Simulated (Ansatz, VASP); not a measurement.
## C: VASP beside Ansatz

INCAR

```
SYSTEM = C
PREC = Accurate
ENCUT = 600
EDIFF = 1E-6
ISMEAR = 0
SIGMA = 0.1
LREAL = .FALSE.
LASPH = .TRUE.
NELM = 120
ALGO = Normal
ISIF = 2
LWAVE = .FALSE.
LCHARG = .FALSE.
GGA = PE
NBANDS = 11
GGA_COMPAT = .FALSE.
```

KPOINTS

```
regular mesh
0
G
  8 8 8
  0 0 0
```

Contents of POSCAR:

```
C
1.0
    0.0000000000      1.7833700000      1.7833700000
    1.7833700000      0.0000000000      1.7833700000
    1.7833700000      1.7833700000      0.0000000000
C
2
Direct
    0.5000000000      0.5000000000      0.5000000000
    0.7500000000      0.7500000000      0.7500000000
```

Input for Ansatz:

```yaml
crystal:
  lattice:
    - [0.0, 1.78337, 1.78337]
    - [1.78337, 0.0, 1.78337]
    - [1.78337, 1.78337, 0.0]
  atoms:
    - { symbol: C, position: [0.5, 0.5, 0.5] }
    - { symbol: C, position: [0.75, 0.75, 0.75] }
basis:
  ecutwfc: 420
kpoints:
  mp_grid: { grid: [8, 8, 8] }
hamiltonian:
  xc: pbe
scf:
  occupations: { method: gaussian, width: 0.1 }
output:
  forces: true
  stress: true
  eigenvalues: true
```

Alike in both runs: task single point; functional PBE; k mesh 8 × 8 × 8; occupations gaussian, width 0.1 eV; no spin polarisation.

|  | VASP | Ansatz |
| --- | --- | --- |
| version | VASP 6.6.1 | Ansatz 0.2.0 |
| potentials or method | VASP PAW PBE potentials, release 64 (C), cutoff 600 eV | scalar-relativistic, plane waves, PAW |
| valence electrons in the cell | 8 | 8 |

VASP gave:

| Property | Result |
| --- | --- |
| gap on the k mesh at the Fermi level (eV) | 4.13 |
| least direct gap on the mesh (eV) | 5.59 |
| pressure (GPa) | 1.8 |

**Question.** Which values does Ansatz return?

**Answer.** gap on the k mesh at the Fermi level (eV): 4.14; least direct gap on the mesh (eV): 5.59; pressure (GPa): 1.8.
